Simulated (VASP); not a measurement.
# TePb (Fm-3m) in VASP: notebook

TePb is run at these levels: r2SCAN; tasks: single point.

Program: VASP 6.6.1. These are calculated values, not measurements. Logs are shortened: lines on timing, memory, paths and dates and some standing lists are left out, and cuts for length are marked.

**1. The cell of the first run**

It takes space group Fm-3m (No. 225, cubic). Conventional cell: a = 6.264 Å, b = 6.264 Å, c = 6.264 Å, α = 90.00°, β = 90.00°, γ = 90.00°. Within 4.1 Å of Te (site symmetry m-3m) lie 6 Pb at 3.13 Å. Pb (site symmetry m-3m) has 6 Te at 3.13 Å within 4.1 Å.

**2. Single point, r2SCAN (volume scaled by 0.88)**

The input, POSCAR:

```
TePb
1.0
    0.0000000000      3.1317747874      3.1317747874
    3.1317747874      0.0000000000      3.1317747874
    3.1317747874      3.1317747874      0.0000000000
Te Pb
1 1
Direct
    0.5000000000      0.5000000000      0.5000000000
    0.0000000000      0.0000000000      0.0000000000
```

The input, INCAR.step1:

```
PREC = Accurate
ENCUT = 520
ISMEAR = 0
SIGMA = 0.02
LREAL = False
LASPH = True
NELM = 60
NBANDS = 17
GGA = PE
ALGO = Normal
EDIFF = 1E-4
LWAVE = True
LCHARG = False
```

The input, INCAR.step2:

```
PREC = Accurate
ENCUT = 520
EDIFF = 1E-7
ISMEAR = 0
SIGMA = 0.02
LREAL = False
LASPH = True
NELM = 60
ALGO = Normal
ISIF = 2
LWAVE = False
LCHARG = False
METAGGA = R2SCAN
LMIXTAU = True
NBANDS = 17
ISTART = 1
```

The input, KPOINTS:

```
Automatic mesh
0
Gamma
  8 8 8
```

Potentials or basis: VASP PAW PBE potentials, release 64 (Te, Pb_d).

Started as:

```
$ cat potpaw_PBE.64/Te/POTCAR potpaw_PBE.64/Pb_d/POTCAR > POTCAR
$ cp INCAR.step1 INCAR
$ mpirun -np 1 vasp_std > vasp.out
$ cp INCAR.step2 INCAR
$ mpirun -np 1 vasp_std > vasp.out
```

OUTCAR:

```text
PREC = Accurate
   ENCUT = 520
   EDIFF = 1E-7
   ISMEAR = 0
   LREAL = False
   LASPH = True
   NELM = 60
   ISIF = 2
   METAGGA = R2SCAN
   ISTART = 1

 ion  position               nearest neighbor table
   1  0.500  0.500  0.500-   2 3.13   2 3.13   2 3.13   2 3.13   2 3.13   2 3.13
   2  0.000  0.000  0.000-   1 3.13   1 3.13   1 3.13   1 3.13   1 3.13   1 3.13

  LATTYP: Found a face centered cubic cell.
 ALAT       =     6.2635495748

  Lattice vectors:

 A1 = (   0.0000000000,   3.1317747874,   3.1317747874)
 A2 = (   3.1317747874,   0.0000000000,   3.1317747874)
 A3 = (   3.1317747874,   3.1317747874,   0.0000000000)

Analysis of symmetry for initial positions (statically):
=====================================================================
 Subroutine PRICEL returns:
 Original cell was already a primitive cell.

 Routine SETGRP: Setting up the symmetry group for a
 face centered cubic supercell.

 Subroutine GETGRP returns: Found 48 space group operations
 (whereof 48 operations were pure point group operations)
 out of a pool of 48 trial point group operations.

The static configuration has the point symmetry O_h .

Analysis of symmetry for dynamics (positions and initial velocities):
=====================================================================
 Subroutine PRICEL returns:
 Original cell was already a primitive cell.

 Routine SETGRP: Setting up the symmetry group for a
 face centered cubic supercell.

 Subroutine GETGRP returns: Found 48 space group operations
 (whereof 48 operations were pure point group operations)
 out of a pool of 48 trial point group operations.

The dynamic configuration has the point symmetry O_h .

 Subroutine INISYM returns: Found 48 space group operations
 (whereof 48 operations are pure point group operations),
 and found     1 'primitive' translations

----------------------------------------------------------------------------------------

                                     Primitive cell

  volume of cell :      61.4330

  direct lattice vectors                    reciprocal lattice vectors
     0.000000000  3.131774787  3.131774787    -0.159653881  0.159653881  0.159653881
     3.131774787  0.000000000  3.131774787     0.159653881 -0.159653881  0.159653881
     3.131774787  3.131774787  0.000000000     0.159653881  0.159653881 -0.159653881

  length of vectors
     4.428998379  4.428998379  4.428998379     0.276528634  0.276528634  0.276528634

  position of ions in fractional coordinates (direct lattice)
[... 8 lines left out ...]
----------------------------------------------------------------------------------------

 KPOINTS: Automatic mesh

Automatic generation of k-mesh.
 Grid dimensions read from file:
 generate k-points for:    8    8    8

 Generating k-lattice:

  Cartesian coordinates                     Fractional coordinates (reciprocal lattice)
    -0.019956735  0.019956735  0.019956735     0.125000000  0.000000000  0.000000000
     0.019956735 -0.019956735  0.019956735     0.000000000  0.125000000  0.000000000
     0.019956735  0.019956735 -0.019956735     0.000000000  0.000000000  0.125000000

  Length of vectors
     0.034566079  0.034566079  0.034566079

  Shift w.r.t. Gamma in fractional coordinates (k-lattice)
     0.000000000  0.000000000  0.000000000

 Subroutine IBZKPT returns following result:
 ===========================================

 Found     29 irreducible k-points:

 Following reciprocal coordinates:
            Coordinates               Weight
  0.000000  0.000000  0.000000      1.000000
  0.125000  0.000000  0.000000      8.000000
  0.250000  0.000000  0.000000      8.000000
  0.375000  0.000000  0.000000      8.000000
  0.500000  0.000000  0.000000      4.000000
  0.125000  0.125000  0.000000      6.000000
[... 16 lines left out ...]
  0.500000  0.250000  0.125000     48.000000
 -0.375000  0.250000  0.125000     24.000000
 [... further k-points ...]
   k-points           NKPTS =     29   k-points in BZ     NKDIM =     29   number of bands    NBANDS=     17
   number of dos      NEDOS =    301   number of ions     NIONS =      2
   total plane-waves  NPLWV =  46656
   dimension x,y,z NGX =    36 NGY =   36 NGZ =   36
   dimension x,y,z NGXF=    72 NGYF=   72 NGZF=   72
   ions per type =               1   1
   NGX,Y,Z   is equivalent  to a cutoff of  13.51, 13.51, 13.51 a.u.
   NGXF,Y,Z  is equivalent  to a cutoff of  27.03, 27.03, 27.03 a.u.
 SYSTEM =  unknown system
   PREC   = accura    normal or accurate (medium, high low for compatibility)
   ISTART =      1    job   : 0-new  1-cont  2-samecut
   ICHARG =      0    charge: 1-file 2-atom 10-const
   ISPIN  =      1    spin polarized calculation?
   LNONCOLLINEAR =      F non collinear calculations
   LSORBIT =      F    spin-orbit coupling
   LASPH  =      T    aspherical Exc in radial PAW
   ENCUT  =  520.0 eV  38.22 Ry    6.18 a.u.   8.24  8.24  8.24*2*pi/ulx,y,z
   NELM   =     60;   NELMIN=  2; NELMDL=  0     # of ELM steps
   EDIFF  = 0.1E-06   stopping-criterion for ELM
   LREAL  =      F    real-space projection
   EDIFFG = 0.1E-05   stopping-criterion for IOM
   NSW    =      0    number of steps for IOM
   IBRION =     -1    ionic relax: 0-MD 1-quasi-New 2-CG
   NFREE  =      0    steps in history (QN), initial steepest desc. (CG)
   ISIF   =      2    stress and relaxation
   ISYM   =      2    0-nonsym 1-usesym 2-fastsym
   POTIM  = 0.5000    time-step for ionic-motion
   TEBEG  =    0.0;   TEEND  =   0.0 temperature during run
   PSTRESS=    0.0 pullay stress
   NELECT =      20.0000    total number of electrons
   NUPDOWN=      -1.0000    fix difference up-down
   EMIN   =  10.00;   EMAX   =-10.00  energy-range for DOS
   EFERMI =   0.00;   METHOD = LEGACY
   ISMEAR =     0;   SIGMA  =   0.02  broadening in eV -4-tet -1-fermi 0-gaus
   EFERMI_NEDOS =   21; number of points for ismear=-14 and -15
   IALGO  =     38    algorithm
   IMIX   =      4    mixing-type and parameters
     AMIX     =   0.40;   BMIX     =  1.00
     AMIX_MAG =   1.60;   BMIX_MAG =  1.00
  volume/ion in A,a.u.               =      30.72       207.29
  Fermi-wavevector in a.u.,A,eV,Ry     =   1.126205  2.128220 17.256797  1.268339
  Thomas-Fermi vector in A             =   2.262886
   LORBIT       =      0    0 simple, 1 ext, 2 COOP (PROOUT), +10 PAW based schemes
   METAGGA = R2SCAN    functional components
   LHFCALC =     F    Hartree Fock is set to
   AEXX    =    0.0000 exact exchange contribution
   IVDW    =     0    specifies the selected vdW correction
   LEPSILON=     F    determine dielectric tensor
   LRPA    =     F    only Hartree local field effects (RPA)
 non-spin polarized calculation
 Gauss-broadening in eV      SIGMA  =   0.02
  energy-cutoff  :      520.00
  volume of cell :       61.43
 maximum number of plane-waves:      1676
 NGX is ok and might be reduce to    36
   NGX = 17   NGY = 17   NGZ = 17

 number of electron      20.0000000 magnetization

 Free energy of the ion-electron system (eV)
  ---------------------------------------------------
  ext. energy  EPLUGINS =         0.00000000
  ---------------------------------------------------
  free energy    TOTEN  =       -82.53882759 eV

  energy without entropy =      -82.53882759  energy(sigma->0) =      -82.53882759

 E-fermi :   7.0002     XC(G=0): -10.2774

 val. band max:        6.8705101236   @ k =   0.5000   0.0000   0.0000
 cond. band min:       7.6469033323   @ k =   0.5000   0.0000   0.0000
 fundamental gap:      0.7763932087
 Fermi energy:         7.0001544374

 k-point     1 :       0.0000    0.0000    0.0000
  band No.  band energies     occupation
      1     -10.7602      2.00000
      2     -10.7602      2.00000
      3     -10.7382      2.00000
      4     -10.7382      2.00000
      5     -10.7382      2.00000
      6      -6.5845      2.00000
[... 9 lines left out ...]
     16      12.7452      0.00000
     17      14.2858      0.00000

 k-point     2 :       0.1250    0.0000    0.0000
  band No.  band energies     occupation
      1     -10.7635      2.00000
      2     -10.7635      2.00000
      3     -10.7378      2.00000
      4     -10.7351      2.00000
      5     -10.7351      2.00000
      6      -6.4247      2.00000
[... 9 lines left out ...]
     16      13.0743      0.00000
     17      15.5456      0.00000

 k-point     3 :       0.2500    0.0000    0.0000
  band No.  band energies     occupation
      1     -10.7727      2.00000
      2     -10.7727      2.00000
      3     -10.7370      2.00000
      4     -10.7263      2.00000
      5     -10.7263      2.00000
      6      -5.9607      2.00000
[... 9 lines left out ...]
     16      13.9500      0.00000
     17      17.9259      0.00000

 k-point     4 :       0.3750    0.0000    0.0000
  band No.  band energies     occupation
      1     -10.7825      2.00000
      2     -10.7825      2.00000
      3     -10.7365      2.00000
      4     -10.7170      2.00000
      5     -10.7170      2.00000
      6      -5.2755      2.00000
[... 9 lines left out ...]
     16      15.2785      0.00000
     17      18.5539      0.00000
[... 343 lines left out ...]
      1     -10.8006      2.00000
      2     -10.7631      2.00000
      3     -10.7403      2.00000
      4     -10.7202      2.00000
      5     -10.7189      2.00000
      6      -5.5606      2.00000
[... 9 lines left out ...]
     16      16.1530      0.00000
     17      16.3191      0.00000

 k-point    23 :       0.5000    0.2500    0.1250
  band No.  band energies     occupation
      1     -10.8108      2.00000
      2     -10.7712      2.00000
      3     -10.7351      2.00000
      4     -10.7186      2.00000
      5     -10.7121      2.00000
      6      -4.9295      2.00000
[... 9 lines left out ...]
     16      16.2989      0.00000
     17      17.6637      0.00000

 k-point    24 :      -0.3750    0.2500    0.1250
  band No.  band energies     occupation
      1     -10.8140      2.00000
      2     -10.7756      2.00000
      3     -10.7302      2.00000
      4     -10.7212      2.00000
      5     -10.7088      2.00000
      6      -4.5276      2.00000
[... 9 lines left out ...]
     16      17.1312      0.00000
     17      17.6761      0.00000

 [... further k-points ...]

------------------------ aborting loop because EDIFF is reached ----------------------------------------

  FORCE on cell =-STRESS in cart. coord.  units (eV):
  Direction    XX          YY          ZZ          XY          YZ          ZX
  --------------------------------------------------------------------------------------
  -------------------------------------------------------------------------------------
  Total        2.7366551      2.7366551      2.7366551      0.0000000     -0.0000000     -0.0000000
  in kB       71.3722010     71.3722010     71.3722010      0.0000000     -0.0000000     -0.0000000
  external PRESSURE =      71.3722010 kB  Pullay stress =       0.0000000 kB

 VOLUME and BASIS-vectors are now :
 -----------------------------------------------------------------------------
  energy-cutoff  :      520.00
  volume of cell :       61.43
      direct lattice vectors                 reciprocal lattice vectors
     0.000000000  3.131774787  3.131774787    -0.159653881  0.159653881  0.159653881
     3.131774787  0.000000000  3.131774787     0.159653881 -0.159653881  0.159653881
     3.131774787  3.131774787  0.000000000     0.159653881  0.159653881 -0.159653881

 POSITION                                       TOTAL-FORCE (eV/Angst)
 -----------------------------------------------------------------------------------
      3.13177      3.13177      3.13177         0.000000      0.000000      0.000000
      0.00000      0.00000      0.00000        -0.000000     -0.000000     -0.000000
 -----------------------------------------------------------------------------------
    total drift:                               -0.000000      0.000000      0.000000

  FREE ENERGIE OF THE ION-ELECTRON SYSTEM (eV)
  ---------------------------------------------------
  free  energy   TOTEN  =       -82.5388275870 eV

  energy  without entropy=      -82.5388275870  energy(sigma->0) =      -82.53882759
```

Wall time 93 s (1 thread of Intel Xeon Platinum 8375C at 2.90GHz (Ice Lake), shared host); peak memory 0.22 GiB.

What came out:

* Free energy: -82.5388 eV
* Pressure: 7.1 GPa
* Band gap on the k mesh: 0.78 eV, direct

Caveat: the PAW data sets were made with another functional, which shifts forces and pressure a little; spin-orbit coupling is left out, which moves the levels of the heavy elements. A k mesh can miss the band edges.

**3. Single point, r2SCAN (volume scaled by 0.91)**

The input, POSCAR:

```
TePb
1.0
    0.0000000000      3.1669662137      3.1669662137
    3.1669662137      0.0000000000      3.1669662137
    3.1669662137      3.1669662137      0.0000000000
Te Pb
1 1
Direct
    0.5000000000      0.5000000000      0.5000000000
    0.0000000000      0.0000000000      0.0000000000
```

The input, INCAR.step1:

```
PREC = Accurate
ENCUT = 520
ISMEAR = 0
SIGMA = 0.02
LREAL = F
LASPH = T
NELM = 80
NBANDS = 17
GGA = PE
ALGO = Normal
EDIFF = 1E-4
LWAVE = T
LCHARG = F
```

The input, INCAR.step2:

```
PREC = Accurate
ENCUT = 520
EDIFF = 1E-6
ISMEAR = 0
SIGMA = 0.02
LREAL = F
LASPH = T
NELM = 80
ALGO = Normal
ISIF = 2
LWAVE = F
LCHARG = F
METAGGA = R2SCAN
LMIXTAU = T
NBANDS = 17
ISTART = 1
```

The input, KPOINTS:

```
regular mesh
0
Gamma
  8 8 8
```

Potentials or basis: VASP PAW PBE potentials, release 64 (Te, Pb_d).

Started as:

```
$ cat potpaw_PBE.64/Te/POTCAR potpaw_PBE.64/Pb_d/POTCAR > POTCAR
$ cp INCAR.step1 INCAR
$ mpirun -np 1 vasp_std > vasp.out
$ cp INCAR.step2 INCAR
$ mpirun -np 1 vasp_std > vasp.out
```

Wall time 76 s (1 thread of Intel Xeon Platinum 8375C at 2.90GHz (Ice Lake), shared host); peak memory 0.23 GiB.

Results (log left out):

| Item | Value |
| --- | --- |
| Free energy | -82.6175 eV |
| Pressure | 4.9 GPa |
| Band gap on the k mesh | 0.87 eV, direct |

Levels at points of the mesh, in eV from the valence-band top:
```tsv
k point	band 8	band 9	band 10	band 11	band 12	band 13
(0.00, 0.00, 0.00)	-1.79	-1.79	-1.79	4.37	4.37	4.37
(0.50, 0.00, 0.00)	-1.26	-1.26	0.00	0.87	1.20	1.20
(0.50, 0.50, 0.00)	-5.24	-3.39	-3.39	3.27	6.02	6.02
```

Caveat: the PAW data sets were made with another functional, which shifts forces and pressure a little; spin-orbit coupling is left out, which moves the levels of the heavy elements. A k mesh can miss the band edges.

[end of part 1 of 2]
